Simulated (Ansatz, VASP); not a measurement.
**One calculation of LiH, two programs**

```
CELL_PARAMETERS angstrom
2.83620 0.00000 0.00000
-1.41810 2.45622 0.00000
0.00000 0.00000 4.98058
ATOMIC_POSITIONS crystal
Li 0.00000 0.00000 0.00000
Li 0.00000 0.00000 0.50000
H 0.33333 0.66667 0.25000
H 0.66667 0.33333 0.75000
```

Alike in both runs: task single point; functional PBE; k mesh 9 × 9 × 4; no spin polarisation.

|  | VASP | Ansatz |
| --- | --- | --- |
| version | VASP 6.6.1 | Ansatz 0.2.0 |
| potentials or method | VASP PAW PBE potentials, release 64 (Li_sv, H) | plane waves, PAW |
| plane-wave cutoff (eV) | 520 | 420 |
| occupations | gaussian, width 0.01 eV | fixed |
| valence electrons in the cell | 8 | 8 |

|  | VASP | Ansatz | Ansatz less VASP |
| --- | --- | --- | --- |
| gap on the k mesh at the Fermi level (eV) | 4.41 | 4.41 | -0.002 |

Noted on VASP's run: the cutoff is short for stress, so the pressure is rough.
